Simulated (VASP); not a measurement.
# Si2Ni (Fm-3m) in VASP: notebook, part 2 of 2

VASP 6.6.1. The steps go on from the part before.

## 3. Single point, PBE, collinear spin, ferromagnetic start

Input file INCAR:

```
SYSTEM = Si2Ni
ALGO = Normal ; EDIFF = 1E-6
ENCUT = 520 ; GGA = PE
ISIF = 2 ; ISMEAR = 0
ISPIN = 2 ; LASPH = .True.
LCHARG = .False. ; LMAXMIX = 4
LORBIT = 11 ; LREAL = .False.
LWAVE = .False. ; MAGMOM = 1 0 0
NBANDS = 20 ; NELM = 150
PREC = Accurate ; SIGMA = 0.023
```

Input file KPOINTS:

```
k-points
0
Gamma
  9 9 9
  0 0 0
```

Input file POSCAR:

```
Si2Ni
1.0
    0.0000000000      2.7030000000      2.7030000000
    2.7030000000      0.0000000000      2.7030000000
    2.7030000000      2.7030000000      0.0000000000
Ni Si
1 2
Direct
    0.0000000000      0.0000000000      0.0000000000
    0.7500000000      0.7500000000      0.7500000000
    0.2500000000      0.2500000000      0.2500000000
```

Potentials or basis: VASP PAW PBE potentials, release 64 (Ni, Si).

On the command line:

```
$ cat potpaw_PBE.64/Ni/POTCAR potpaw_PBE.64/Si/POTCAR > POTCAR
$ mpirun -np 1 vasp_std > vasp.out
```

OUTCAR:

```text
SYSTEM = Si2Ni
   EDIFF = 1E-6
   ENCUT = 520
   GGA = PE
   ISIF = 2
   ISMEAR = 0
   ISPIN = 2
   LASPH = .True.
   LORBIT = 11
   LREAL = .False.
   NELM = 150
   PREC = Accurate

 ion  position               nearest neighbor table
   1  0.000  0.000  0.000-   2 2.34   2 2.34   3 2.34   3 2.34   2 2.34   2 2.34   3 2.34   3 2.34

   2  0.750  0.750  0.750-   1 2.34   1 2.34   1 2.34   1 2.34   3 2.70   3 2.70   3 2.70   3 2.70
                             3 2.70   3 2.70
   3  0.250  0.250  0.250-   1 2.34   1 2.34   1 2.34   1 2.34   2 2.70   2 2.70   2 2.70   2 2.70
                             2 2.70   2 2.70

  LATTYP: Found a face centered cubic cell.
 ALAT       =     5.4060000000

  Lattice vectors:

 A1 = (   0.0000000000,   2.7030000000,   2.7030000000)
 A2 = (   2.7030000000,   0.0000000000,   2.7030000000)
 A3 = (   2.7030000000,   2.7030000000,   0.0000000000)

Analysis of symmetry for initial positions (statically):
=====================================================================
 Subroutine PRICEL returns:
 Original cell was already a primitive cell.

[... 758 lines left out ...]
      5       6.9475      1.00000
      6       6.9475      1.00000
[... 541 lines left out ...]
     19      24.2225      0.00000
     20      24.2225      0.00000

 [... further k-points ...]
[... 5 lines left out ...]
  --------------------------------------------------------------------------------------
  -------------------------------------------------------------------------------------
  Total        0.9445035      0.9445035      0.9445035     -0.0000000      0.0000000     -0.0000000
  in kB       38.3129861     38.3129861     38.3129861     -0.0000000      0.0000000     -0.0000000
  external PRESSURE =      38.3129861 kB  Pullay stress =       0.0000000 kB

 VOLUME and BASIS-vectors are now :
 -----------------------------------------------------------------------------
  energy-cutoff  :      520.00
  volume of cell :       39.50
      direct lattice vectors                 reciprocal lattice vectors
     0.000000000  2.703000000  2.703000000    -0.184979652  0.184979652  0.184979652
     2.703000000  0.000000000  2.703000000     0.184979652 -0.184979652  0.184979652
     2.703000000  2.703000000  0.000000000     0.184979652  0.184979652 -0.184979652

 POSITION                                       TOTAL-FORCE (eV/Angst)
 -----------------------------------------------------------------------------------
      0.00000      0.00000      0.00000        -0.000000      0.000000      0.000000
      4.05450      4.05450      4.05450         0.000000     -0.000000      0.000000
      1.35150      1.35150      1.35150        -0.000000      0.000000     -0.000000
 -----------------------------------------------------------------------------------
    total drift:                               -0.000000     -0.000000      0.000000

  FREE ENERGIE OF THE ION-ELECTRON SYSTEM (eV)
  ---------------------------------------------------
  free  energy   TOTEN  =       -17.3610336015 eV

  energy  without entropy=      -17.3607750449  energy(sigma->0) =      -17.36090432

 total charge

# of ion       s       p       d       tot
------------------------------------------
    1        0.560   0.795   8.452   9.807
    2        0.747   0.842   0.000   1.589
    3        0.747   0.842   0.000   1.589
--------------------------------------------------
tot          2.054   2.479   8.452  12.985

 magnetization (x)

# of ion       s       p       d       tot
------------------------------------------
    1       -0.000  -0.000   0.000   0.000
    2        0.000  -0.000   0.000   0.000
    3        0.000  -0.000   0.000   0.000
--------------------------------------------------
tot          0.000  -0.000   0.000   0.000
```

OSZICAR:

```text
N       E                     dE             d eps       ncg     rms          rms(c)
DAV:   1     0.741969596737E+02    0.74197E+02   -0.71331E+03  2816   0.898E+02
DAV:   2    -0.142391746486E+02   -0.88436E+02   -0.78830E+02  2920   0.199E+02
DAV:   3    -0.191928322555E+02   -0.49537E+01   -0.48430E+01  3404   0.491E+01
DAV:   4    -0.192714865336E+02   -0.78654E-01   -0.78505E-01  3252   0.554E+00
DAV:   5    -0.192731941924E+02   -0.17077E-02   -0.17075E-02  3356   0.883E-01    0.171E+01
DAV:   6    -0.241762497349E+02   -0.49031E+01   -0.30186E+01  3156   0.119E+02    0.246E+01
DAV:   7    -0.174999449042E+02    0.66763E+01   -0.93863E+00  3524   0.730E+01    0.354E+00
DAV:   8    -0.174007810110E+02    0.99164E-01   -0.10958E+00  3780   0.155E+01    0.256E+00
DAV:   9    -0.173613219125E+02    0.39459E-01   -0.18794E-01  3544   0.660E+00    0.523E-01
DAV:  10    -0.173609266975E+02    0.39522E-03   -0.59297E-03  3944   0.915E-01    0.304E-01
DAV:  11    -0.173610034407E+02   -0.76743E-04   -0.66992E-04  3208   0.273E-01    0.125E-01
DAV:  12    -0.173610237446E+02   -0.20304E-04   -0.65554E-05  3280   0.509E-02    0.325E-02
DAV:  13    -0.173610316372E+02   -0.78927E-05   -0.73162E-06  3172   0.264E-02    0.128E-02
DAV:  14    -0.173610337303E+02   -0.20930E-05   -0.53916E-06  3148   0.280E-02    0.710E-03
DAV:  15    -0.173610336015E+02    0.12873E-06   -0.59880E-07  2572   0.671E-03
   1 F= -.17361034E+02 E0= -.17360904E+02  d E =-.258557E-03  mag=     0.0000
```

stdout:

```text
POSCAR found type information on POSCAR NiSi
 POSCAR found :  2 types and       3 ions
 scaLAPACK will be used
 LDA part: xc-table for (Slater+PW92), standard interpolation
 POSCAR, INCAR and KPOINTS ok, starting setup
 FFT: planning ... GRIDC
 FFT: planning ... GRID_SOFT
 FFT: planning ... GRID
 WAVECAR not read
 entering main loop
```

It took 28 s on 1 thread of AMD EPYC 9R45 (Zen 5), shared host; peak memory 0.16 GiB.

What came out:

```yaml
Free_energy: -17.3610 eV
Pressure: 3.8 GPa
Band_gap_on_the_k_mesh: zero (filled and empty bands overlap)
Net_moment: 0.00 μB per cell
Valence_electrons_inside_the_program's_atomic_spheres: Ni 9.81; Si 1.59
```

Caveat: the cell stands under pressure.

## 4. Single point, PBE, collinear spin, ferromagnetic start

Input file INCAR:

```
SYSTEM = Si2Ni
PREC = Accurate
ENCUT = 520
EDIFF = 1E-7
ISMEAR = 0
SIGMA = 0.024
LREAL = .False.
LASPH = .True.
NELM = 150
ALGO = Normal
ISIF = 2
LWAVE = .False.
LCHARG = .False.
ISPIN = 2
MAGMOM = 1 0 0
LORBIT = 11
LMAXMIX = 4
GGA = PE
NBANDS = 20
```

Input file KPOINTS:

```
regular mesh
0
Gamma
  9 9 9
  0 0 0
```

POSCAR is that of step 3.

On the command line:

```
$ cat potpaw_PBE.64/Ni/POTCAR potpaw_PBE.64/Si/POTCAR > POTCAR
$ mpirun -np 1 vasp_std > vasp.out
```

Wall time 29 s (1 thread of AMD EPYC 9R45 (Zen 5), shared host); peak memory 0.16 GiB.

The run converged. Its results:

```yaml
Free_energy: -17.3610 eV
Pressure: 3.9 GPa
Band_gap_on_the_k_mesh: zero (filled and empty bands overlap)
Net_moment: 0.00 μB per cell
Valence_electrons_inside_the_program's_atomic_spheres: Ni 9.81; Si 1.59
```

Levels at points of the mesh, in eV from the Fermi level:
Spin up:
| k point | band 5 | band 6 | band 7 | band 8 | band 9 | band 10 | band 11 | band 12 | band 13 | band 14 |
| --- | --- | --- | --- | --- | --- | --- | --- | --- | --- | --- |
| (0.00, 0.00, 0.00) | -3.57 | -3.57 | -0.36 | 1.64 | 1.64 | 1.64 | 2.22 | 2.22 | 2.22 | 4.66 |
Spin down:
```csv
k point,band 5,band 6,band 7,band 8,band 9,band 10,band 11,band 12,band 13,band 14
"(0.00, 0.00, 0.00)",-3.57,-3.57,-0.36,1.64,1.64,1.64,2.22,2.22,2.22,4.66
```

Caveat: the cell stands under pressure.

## 5. Single point, PBE, collinear spin, ferromagnetic start

Input file INCAR:

```
PREC = Accurate
ENCUT = 520
EDIFF = 1E-7
ISMEAR = 0
SIGMA = 0.025
LREAL = F
LASPH = T
NELM = 150
ALGO = Normal
ISIF = 2
LWAVE = F
LCHARG = T
ISPIN = 2
MAGMOM = 1 0 0
LORBIT = 11
LMAXMIX = 4
GGA = PE
LELF = T
LVHAR = T
NBANDS = 20
```

Input file KPOINTS:

```
Automatic mesh
0
Gamma
  9 9 9
```

POSCAR is that of step 4.

On the command line:

```
$ cat potpaw_PBE.64/Ni/POTCAR potpaw_PBE.64/Si/POTCAR > POTCAR
$ mpirun -np 1 vasp_std > vasp.out
```

It took 30 s on 1 thread of AMD EPYC 9R45 (Zen 5), shared host; peak memory 0.16 GiB.

The run converged. Its results:

```yaml
Free_energy: -17.3611 eV
Pressure: 3.9 GPa
Band_gap_on_the_k_mesh: zero (filled and empty bands overlap)
Net_moment: 0.00 μB per cell
Valence_electrons_inside_the_program's_atomic_spheres: Ni 9.81; Si 1.59
```

Levels at points of the mesh, in eV from the Fermi level:
Spin up:
```
           k point  band 7  band 8  band 9  band 10  band 11  band 12
(0.00, 0.00, 0.00)   -0.36    1.64    1.64     1.64     2.22     2.22
```
Spin down:
```
           k point  band 6  band 7  band 8  band 9  band 10  band 11  band 12  band 13
(0.00, 0.00, 0.00)   -3.57   -0.36    1.64    1.64     1.64     2.22     2.22     2.22
```

Caveat: the cell stands under pressure.

## 6. The runs side by side

```csv
smearing,gap on the mesh (eV),pressure (GPa),moment (μB)
gaussian 0.022 eV,none,3.8,0.00
gaussian 0.023 eV,none,3.8,0.00
gaussian 0.024 eV,none,3.9,0.00
gaussian 0.025 eV,none,3.9,0.00
```

Alike in all rows: task single point; level PBE; potentials or basis VASP PAW PBE potentials, release 64 (Ni, Si); spin collinear, ferromagnetic start; cell as given; k mesh 9 × 9 × 9; cutoff (eV) 520.

Caveats: the cell stands under pressure.

Total energies depend on the potentials used, so only differences within one code and one set of settings carry meaning.
